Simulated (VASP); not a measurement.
# CrNCl (P-6m2) in VASP: a series of runs

CrNCl is run at these levels: PBE; tasks: single point, relaxation of cell and atoms.

All numbers are computed with VASP 6.6.1; they aren't measurements. Logs are shortened: lines on timing, memory, paths and dates and some standing lists are left out, and cuts for length are marked.

**1. The cell of the first run**

Symmetry: P-6m2, No. 187, hexagonal system. The conventional cell has a = 3.222 Å, b = 3.222 Å, c = 4.691 Å, α = 90.00°, β = 90.00°, γ = 120.00°. Within 2.5 Å of Cr (site symmetry -6m2) lie 3 N at 1.86 Å. Within 2.5 Å of N (site symmetry -6m2) lie 3 Cr at 1.86 Å. Within 3.9 Å of Cl (site symmetry -6m2) lie 6 Cr at 2.99 Å and 6 N at 2.99 Å and 6 Cl at 3.22 Å.

**2. Single point, PBE, collinear spin, ferromagnetic start**

File INCAR:

```
ALGO     = Normal         # electronic algorithm
EDIFF    = 1E-7           # SCF threshold, eV
ENCUT    = 520            # plane-wave cutoff, eV
GGA      = PE             # functional
ISIF     = 2              # what is computed and relaxed
ISMEAR   = 0              # smearing method
ISPIN    = 2              # spin polarisation
LASPH    = T              # aspherical terms in the spheres
LCHARG   = F              # write CHGCAR
LMAXMIX  = 4              # l up to which the mixer works
LORBIT   = 11             # projections on sites
LREAL    = F              # projectors in reciprocal space
LWAVE    = F              # write WAVECAR
MAGMOM   = 3 0 0          # initial moments
NBANDS   = 23             # bands
NELM     = 150            # most SCF steps
PREC     = Accurate       # precision mode
SIGMA    = 0.1            # smearing width, eV
```

File KPOINTS:

```
k-points
0
Gamma
  6 6 6
```

File POSCAR:

```
CrNCl
1.0
    3.2221453212      0.0000000000      0.0000000000
   -1.6110726606      2.7904597028      0.0000000000
    0.0000000000      0.0000000000      4.6911093052
Cr N Cl
1 1 1
Direct
    0.3333333333      0.6666666667      0.5000000000
    0.0000000000      0.0000000000      0.5000000000
    0.6666666667      0.3333333333      0.0000000000
```

Potentials or basis: VASP PAW PBE potentials, release 64 (Cr_pv, N, Cl).

Launch:

```sh
$ cat potpaw_PBE.64/Cr_pv/POTCAR potpaw_PBE.64/N/POTCAR potpaw_PBE.64/Cl/POTCAR > POTCAR
$ mpirun -np 1 vasp_std > vasp.out
```

OUTCAR:

```text
EDIFF = 1E-7
   ENCUT = 520
   GGA = PE
   ISIF = 2
   ISMEAR = 0
   ISPIN = 2
   LASPH = T
   LORBIT = 11
   LREAL = F
   NELM = 150
   PREC = Accurate

 ion  position               nearest neighbor table
   1  0.333  0.667  0.500-   2 1.86   2 1.86   2 1.86
   2  0.000  0.000  0.500-   1 1.86   1 1.86   1 1.86
   3  0.667  0.333  0.000-

  LATTYP: Found a hexagonal cell.
 ALAT       =     3.2221453212
 C/A-ratio  =     1.4558962547

  Lattice vectors:

 A1 = (   3.2221453212,   0.0000000000,   0.0000000000)
 A2 = (  -1.6110726606,   2.7904597028,   0.0000000000)
 A3 = (   0.0000000000,   0.0000000000,   4.6911093052)

Analysis of symmetry for initial positions (statically):
=====================================================================
 Subroutine PRICEL returns:
 Original cell was already a primitive cell.

 Routine SETGRP: Setting up the symmetry group for a
 hexagonal supercell.

 Subroutine GETGRP returns: Found 12 space group operations
 (whereof 12 operations were pure point group operations)
 out of a pool of 24 trial point group operations.

The static configuration has the point symmetry D_3h.

Analysis of symmetry for dynamics (positions and initial velocities):
=====================================================================
 Subroutine PRICEL returns:
 Original cell was already a primitive cell.

 Routine SETGRP: Setting up the symmetry group for a
 hexagonal supercell.

 Subroutine GETGRP returns: Found 12 space group operations
 (whereof 12 operations were pure point group operations)
 out of a pool of 24 trial point group operations.

The dynamic configuration has the point symmetry D_3h.

Analysis of structural, dynamic, and magnetic symmetry:
=====================================================================
 Subroutine PRICEL returns:
 Original cell was already a primitive cell.

 Routine SETGRP: Setting up the symmetry group for a
 hexagonal supercell.

 Subroutine GETGRP returns: Found 12 space group operations
 (whereof 12 operations were pure point group operations)
 out of a pool of 24 trial point group operations.

The overall configuration has the point symmetry D_3h.

 Subroutine INISYM returns: Found 12 space group operations
 (whereof 12 operations are pure point group operations),
 and found     1 'primitive' translations
[... 117 lines left out ...]
     AMIX_MAG =   1.60;   BMIX_MAG =  1.00
  volume/ion in A,a.u.               =      14.06        94.88
  Fermi-wavevector in a.u.,A,eV,Ry     =   1.356583  2.563571 25.039046  1.840318
  Thomas-Fermi vector in A             =   2.483574
   LORBIT       =     11    0 simple, 1 ext, 2 COOP (PROOUT), +10 PAW based schemes
   GGA     = PE    functional components
   LHFCALC =     F    Hartree Fock is set to
   AEXX    =    0.0000 exact exchange contribution
   IVDW    =     0    specifies the selected vdW correction
   LEPSILON=     F    determine dielectric tensor
   LRPA    =     F    only Hartree local field effects (RPA)
 spin polarized calculation
 Gauss-broadening in eV      SIGMA  =   0.10
  energy-cutoff  :      520.00
  volume of cell :       42.18
 maximum number of plane-waves:      1155
 NGX is ok and might be reduce to    24
   NGX = 11   NGY = 11   NGZ = 17

 number of electron      24.0000015 magnetization       1.9355396

 Free energy of the ion-electron system (eV)
  ---------------------------------------------------
  ext. energy  EPLUGINS =         0.00000000
  ---------------------------------------------------
  free energy    TOTEN  =       -19.92681753 eV

  energy without entropy =      -19.91655602  energy(sigma->0) =      -19.92168678

 E-fermi :   5.2983     XC(G=0): -10.9191

 val. band max:        5.2924693169   @ k =   0.0000   0.0000   0.5000
 cond. band min:       5.2984909106   @ k =   0.1667   0.0000   0.3333
 fundamental gap:      0.0060215937
 Fermi energy:         5.2983308752

 spin component 1

 k-point     1 :       0.0000    0.0000    0.0000
  band No.  band energies     occupation
      1     -39.4759      1.00000
      2     -39.4759      1.00000
      3     -39.4001      1.00000
      4     -10.5563      1.00000
      5      -8.5540      1.00000
      6      -0.3900      1.00000
[... 613 lines left out ...]
     22      18.7715      0.00000
     23      19.3299      0.00000

 [... further k-points ...]

 spin component 2

 k-point     1 :       0.0000    0.0000    0.0000
  band No.  band energies     occupation
      1     -37.2849      1.00000
      2     -37.2849      1.00000
      3     -36.6338      1.00000
      4     -10.7891      1.00000
      5      -8.8062      1.00000
      6      -0.1084      1.00000
[... 613 lines left out ...]
     22      18.9674      0.00000
     23      19.4034      0.00000

 [... further k-points ...]

------------------------ aborting loop because EDIFF is reached ----------------------------------------

  FORCE on cell =-STRESS in cart. coord.  units (eV):
  Direction    XX          YY          ZZ          XY          YZ          ZX
  --------------------------------------------------------------------------------------
  -------------------------------------------------------------------------------------
  Total        0.1553210      0.1553210      0.0224925      0.0000000     -0.0000000      0.0000000
  in kB        5.8998939      5.8998939      0.8543812      0.0000000     -0.0000000      0.0000000
  external PRESSURE =       4.2180563 kB  Pullay stress =       0.0000000 kB

 VOLUME and BASIS-vectors are now :
 -----------------------------------------------------------------------------
  energy-cutoff  :      520.00
  volume of cell :       42.18
      direct lattice vectors                 reciprocal lattice vectors
     3.222145321  0.000000000  0.000000000     0.310352234  0.179181946  0.000000000
    -1.611072661  2.790459703  0.000000000     0.000000000  0.358363892  0.000000000
     0.000000000  0.000000000  4.691109305     0.000000000  0.000000000  0.213169196

 POSITION                                       TOTAL-FORCE (eV/Angst)
 -----------------------------------------------------------------------------------
     -0.00000      1.86031      2.34555         0.000000     -0.000000      0.000000
      0.00000      0.00000      2.34555        -0.000000      0.000000      0.000000
      1.61107      0.93015      0.00000         0.000000     -0.000000      0.000000
 -----------------------------------------------------------------------------------
    total drift:                                0.000003     -0.000002     -0.000000

  FREE ENERGIE OF THE ION-ELECTRON SYSTEM (eV)
  ---------------------------------------------------
  free  energy   TOTEN  =       -19.9268175302 eV

  energy  without entropy=      -19.9165560236  energy(sigma->0) =      -19.92168678

 total charge

# of ion       s       p       d       tot
------------------------------------------
    1        0.312   6.318   4.164  10.793
    2        1.295   2.401   0.000   3.696
    3        1.620   3.469   0.000   5.089
--------------------------------------------------
tot          3.227  12.187   4.164  19.578

 magnetization (x)

# of ion       s       p       d       tot
------------------------------------------
    1        0.036   0.012   2.234   2.282
    2       -0.013  -0.361   0.000  -0.374
    3        0.006  -0.018   0.000  -0.013
--------------------------------------------------
tot          0.029  -0.367   2.234   1.896
```

stdout:

```text
POSCAR found type information on POSCAR CrN Cl
 POSCAR found :  3 types and       3 ions
 scaLAPACK will be used
 LDA part: xc-table for (Slater+PW92), standard interpolation
 POSCAR, INCAR and KPOINTS ok, starting setup
 FFT: planning ... GRIDC
 FFT: planning ... GRID_SOFT
 FFT: planning ... GRID
 WAVECAR not read
 entering main loop
```

Run time: 23 s. Hardware: 1 thread of Intel Xeon 6975P-C (Granite Rapids), shared host; peak memory 0.19 GiB.

Results:

| Property | Result |
| --- | --- |
| Free energy | -19.9268 eV |
| Pressure | 0.4 GPa |
| Net moment | 1.94 μB per cell |
| Site moments | Cr +2.28; N -0.37; Cl -0.01 μB |
| Valence electrons inside the program's atomic spheres | Cr 10.79; N 3.70; Cl 5.09 |

Caveat: the k points lie up to 0.38 Å⁻¹ apart; a cell with one magnetic atom can't hold antiferromagnetic order, which such compounds often take.

**3. Single point, PBE, collinear spin, ferromagnetic start**

This run uses another cell than the first one, of 15.26 Å³/atom, 1.086 times its volume.

File INCAR:

```
SYSTEM = CrNCl
ALGO = Normal
EDIFF = 1E-6
ENCUT = 520
GGA = PE
ISIF = 2
ISMEAR = 0
ISPIN = 2
LASPH = .TRUE.
LCHARG = .FALSE.
LMAXMIX = 4
LORBIT = 11
LREAL = .FALSE.
LWAVE = .FALSE.
MAGMOM = 3 0 0
NBANDS = 23
NELM = 150
PREC = Accurate
SIGMA = 0.1
```

File KPOINTS:

```
k-points
0
G
  6 6 6
  0 0 0
```

File POSCAR:

```
CrNCl
1.0
    3.7779928800      0.0000000000      0.0000000000
   -1.8889964400      3.2718378100      0.0000000000
    0.0000000000      0.0000000000      3.7040724900
Cr N Cl
1 1 1
Direct
    0.3333333300      0.6666666700      0.5000000000
    0.0000000000      0.0000000000      0.5000000000
    0.6666666700      0.3333333300      0.0000000000
```

Potentials or basis: VASP PAW PBE potentials, release 64 (Cr_pv, N, Cl).

Launch:

```sh
$ cat potpaw_PBE.64/Cr_pv/POTCAR potpaw_PBE.64/N/POTCAR potpaw_PBE.64/Cl/POTCAR > POTCAR
$ mpirun -np 1 vasp_std > vasp.out
```

Run time: 27 s. Hardware: 1 thread of Intel Xeon 6975P-C (Granite Rapids), shared host; peak memory 0.2 GiB.

It converged, with:

```
Free energy                                           : -18.3601 eV
Pressure                                              : -11.5 GPa
Band gap on the k mesh                                : zero (filled and empty bands overlap)
Net moment                                            : 2.00 μB per cell
Site moments                                          : Cr +3.16; N -0.87; Cl -0.14 μB
Valence electrons inside the program's atomic spheres : Cr 10.35; N 3.48; Cl 5.07
```

Stress tensor (GPa, compression positive):
```
-20.77   0.00   0.00
  0.00 -20.77   0.00
  0.00   0.00   6.92
```

Levels at points of the mesh, in eV from the Fermi level:
Spin up:
| k point | band 11 | band 12 | band 13 | band 14 | band 15 | band 16 |
| --- | --- | --- | --- | --- | --- | --- |
| (0.00, 0.00, 0.00) | -1.33 | -0.96 | -0.96 | 1.73 | 2.34 | 2.34 |
| (0.50, 0.00, 0.00) | -1.06 | -0.72 | -0.70 | 0.35 | 1.48 | 1.55 |
| (0.00, 0.00, 0.50) | -0.62 | -0.62 | -0.45 | -0.27 | 2.48 | 2.48 |
| (0.50, 0.00, 0.50) | -1.07 | -0.13 | -0.05 | 0.30 | 0.64 | 1.54 |
Spin down:
```csv
k point,band 8,band 9,band 10,band 11,band 12,band 13,band 14,band 15
"(0.00, 0.00, 0.00)",-4.04,-1.86,-1.86,-0.31,1.19,2.24,2.24,3.91
"(0.50, 0.00, 0.00)",-3.59,-2.58,-1.66,-1.42,1.91,2.05,2.21,2.89
"(0.00, 0.00, 0.50)",-3.11,-2.88,-2.88,-2.17,2.15,2.15,2.56,3.82
"(0.50, 0.00, 0.50)",-3.45,-2.52,-1.42,-1.10,2.35,2.56,2.78,2.80
```

Caveat: a cell with one magnetic atom can't hold antiferromagnetic order, which such compounds often take. With open d or f shells a metallic result of PBE can be an artefact of self-interaction; +U or a hybrid may open a gap.

**4. Relaxation of cell and atoms, PBE, collinear spin, ferromagnetic start**

This run uses another cell than the first one, of 15.26 Å³/atom, 1.086 times its volume.

File INCAR:

```
SYSTEM = CrNCl
PREC = Accurate
ENCUT = 600
EDIFF = 1E-7
ISMEAR = 0
SIGMA = 0.1
LREAL = .FALSE.
LASPH = .TRUE.
NELM = 150
ALGO = Normal
ISIF = 3
LWAVE = .FALSE.
LCHARG = .FALSE.
ISPIN = 2
MAGMOM = 3 0 0
LORBIT = 11
LMAXMIX = 4
GGA = PE
IBRION = 2
NSW = 90
EDIFFG = -0.04
```

File KPOINTS:

```
Automatic mesh
0
G
  6 6 6
  0 0 0
```

POSCAR is that of step 3.

Potentials or basis: VASP PAW PBE potentials, release 64 (Cr_pv, N, Cl).

Launch:

```sh
$ cat potpaw_PBE.64/Cr_pv/POTCAR potpaw_PBE.64/N/POTCAR potpaw_PBE.64/Cl/POTCAR > POTCAR
$ mpirun -np 1 vasp_std > vasp.out
```

OUTCAR:

```text
SYSTEM = CrNCl
   PREC = Accurate
   ENCUT = 600
   EDIFF = 1E-7
   ISMEAR = 0
   LREAL = .FALSE.
   LASPH = .TRUE.
   NELM = 150
   ISIF = 3
   ISPIN = 2
   LORBIT = 11
   GGA = PE
   IBRION = 2
   NSW = 90
   EDIFFG = -0.04

 ion  position               nearest neighbor table
   1  0.333  0.667  0.500-   2 2.18   2 2.18   2 2.18   3 2.86   3 2.86   3 2.86   3 2.86   3 2.86
                             3 2.86
   2  0.000  0.000  0.500-   1 2.18   1 2.18   1 2.18
   3  0.667  0.333  0.000-   1 2.86   1 2.86   1 2.86   1 2.86   1 2.86   1 2.86

  LATTYP: Found a hexagonal cell.
 ALAT       =     3.7779928800
 C/A-ratio  =     0.9804339520

  Lattice vectors:

 A1 = (   3.7779928800,   0.0000000000,   0.0000000000)
 A2 = (  -1.8889964400,   3.2718378100,   0.0000000000)
 A3 = (   0.0000000000,   0.0000000000,   3.7040724900)

Analysis of symmetry for initial positions (statically):
[... 392 lines left out ...]
 Fermi energy:         5.3815271944

 spin component 1

 k-point     1 :       0.0000    0.0000    0.0000
  band No.  band energies     occupation
      1     -39.3897      1.00000
      2     -39.3897      1.00000
      3     -39.3124      1.00000
      4     -10.5244      1.00000
      5      -8.4497      1.00000
      6      -0.2830      1.00000
[... 493 lines left out ...]
     17      10.5365      0.00000
     18      13.3220      0.00000

 [... further k-points ...]

 spin component 2

 k-point     1 :       0.0000    0.0000    0.0000
  band No.  band energies     occupation
      1     -37.1819      1.00000
      2     -37.1819      1.00000
      3     -36.5286      1.00000
      4     -10.7529      1.00000
      5      -8.7221      1.00000
      6      -0.0625      1.00000
[... 525 lines left out ...]
  FREE ENERGIE OF THE ION-ELECTRON SYSTEM (eV)
  ---------------------------------------------------
  free  energy   TOTEN  =       -19.9205827691 eV

  energy  without entropy=      -19.9099793765  energy(sigma->0) =      -19.91528107

 reached required accuracy - stopping structural energy minimisation

 total charge

# of ion       s       p       d       tot
------------------------------------------
    1        0.310   6.315   4.161  10.786
    2        1.296   2.376   0.000   3.672
    3        1.620   3.469   0.000   5.090
--------------------------------------------------
tot          3.226  12.160   4.161  19.548

 magnetization (x)

# of ion       s       p       d       tot
------------------------------------------
    1        0.036   0.012   2.250   2.299
    2       -0.012  -0.366   0.000  -0.379
    3        0.006  -0.021   0.000  -0.015
--------------------------------------------------
tot          0.030  -0.375   2.250   1.905
```

OSZICAR:

```text
N       E                     dE             d eps       ncg     rms          rms(c)
DAV:   1     0.227854765620E+03    0.22785E+03   -0.14421E+04  2016   0.149E+03
DAV:   2    -0.562793514115E+01   -0.23348E+03   -0.22545E+03  2176   0.378E+02
[... 156 lines left out ...]
DAV:   4    -0.199205969942E+02    0.22166E-03   -0.13670E-03  2142   0.317E-01    0.729E-02
DAV:   5    -0.199205854951E+02    0.11499E-04   -0.84206E-05  2180   0.843E-02    0.448E-02
DAV:   6    -0.199205828925E+02    0.26026E-05   -0.11574E-05  2148   0.272E-02    0.200E-02
DAV:   7    -0.199205826014E+02    0.29106E-06   -0.29557E-06  2202   0.136E-02    0.598E-03
DAV:   8    -0.199205827163E+02   -0.11491E-06   -0.35721E-07  2106   0.491E-03    0.209E-03
DAV:   9    -0.199205827691E+02   -0.52817E-07   -0.54291E-08  1090   0.237E-03
  11 F= -.19920583E+02 E0= -.19915281E+02  d E =-.933357E-03  mag=     1.9402
```

CONTCAR:

```text
CrNCl
   1.00000000000000
     3.2286288356756203   -0.0000000000000000    0.0000000000000000
    -1.6143144178378102    2.7960745914110361    0.0000000000000000
    -0.0000000000000000    0.0000000000000000    4.6505287533642017
  Cr              N               Cl
     1     1     1
Direct
     0.3333333300000021    0.6666666699999979    0.5000000000000000
     0.0000000000000000    0.0000000000000000    0.5000000000000000
     0.6666666699999979    0.3333333300000021    0.0000000000000000

  0.00000000E+00  0.00000000E+00  0.00000000E+00
  0.00000000E+00  0.00000000E+00  0.00000000E+00
  0.00000000E+00  0.00000000E+00  0.00000000E+00
```

Run time: 4 min. Hardware: 1 thread of Intel Xeon 6975P-C (Granite Rapids), shared host; peak memory 0.22 GiB.

Results:

```
Free energy                                           : -19.9206 eV
Relaxed volume                                        : 13.99 Å³/atom
Relaxed cell                                          : a = 3.229 Å, b = 3.229 Å, c = 4.651 Å, α = 90.00°, β = 90.00°, γ = 120.00°
Space group after relaxing (to 0.05 Å)                : P-6m2 (No. 187)
Energy gained by relaxing                             : 519.6 meV/atom
Ionic steps                                           : 11
Pressure after relaxing                               : 0.2 GPa
Net moment                                            : 1.94 μB per cell
Site moments                                          : Cr +2.30; N -0.38; Cl -0.01 μB
Valence electrons inside the program's atomic spheres : Cr 10.79; N 3.67; Cl 5.09
```

Step by step:
| step | energy change (eV) | largest force (eV/Å) | pressure (GPa) | volume (Å³) |
| --- | --- | --- | --- | --- |
| 1 | 0.0000 | 0.0000 | -11.56 | 45.79 |
| 2 | -0.9234 | 0.0000 | 2.62 | 38.64 |
| 3 | -0.9964 | 0.0000 | 11.43 | 36.60 |
| 4 | -1.4204 | 0.0000 | 10.66 | 38.17 |
| 5 | -1.3849 | 0.0000 | 12.69 | 39.07 |
| 6 | -1.4503 | 0.0000 | 11.34 | 38.62 |
| 7 | -1.4846 | 0.0000 | -6.98 | 45.04 |
| 8 | -1.5578 | 0.0000 | -0.05 | 41.93 |
| 9 | -1.5577 | 0.0000 | 0.14 | 41.86 |
| 10 | -1.5585 | 0.0000 | 0.15 | 41.93 |
| 11 | -1.5587 | 0.0000 | 0.17 | 41.98 |

Final structure:
```
Cr N Cl
1.0
     3.22863    0.00000    0.00000
    -1.61431    2.79607    0.00000
     0.00000    0.00000    4.65053
Cr N Cl
1 1 1
Direct
  0.33333 0.66667 0.50000
  0.00000 0.00000 0.50000
  0.66667 0.33333 0.00000
```

Caveat: a cell with one magnetic atom can't hold antiferromagnetic order, which such compounds often take. With open d or f shells a metallic result of PBE can be an artefact of self-interaction; +U or a hybrid may open a gap.

**5. The runs side by side**

| task | cell | cutoff (eV) | gap on the mesh (eV) | pressure (GPa) | moment (μB) |
| --- | --- | --- | --- | --- | --- |
| single point | a = 3.222, b = 3.222, c = 4.691 Å, angles 90.0, 90.0, 120.0°, 3 atoms | 520 | none | 0.4 | 1.94 |
| single point | a = 3.778, b = 3.778, c = 3.704 Å, angles 90.0, 90.0, 120.0°, 3 atoms | 520 | none | -11.5 | 2.00 |
| relaxation of cell and atoms | relaxed from a = 3.778, b = 3.778, c = 3.704 Å, angles 90.0, 90.0, 120.0°, 3 atoms | 600 | none | 0.2 | 1.94 |

Alike in all rows: level PBE; potentials or basis VASP PAW PBE potentials, release 64 (Cr_pv, N, Cl); spin collinear, ferromagnetic start; k mesh 6 × 6 × 6; smearing gaussian 0.1 eV.

Caveats: some runs use coarse meshes; a cell with one magnetic atom can't hold antiferromagnetic order, which such compounds often take.

Total energies depend on the potentials used, so only differences within one code and one set of settings carry meaning.
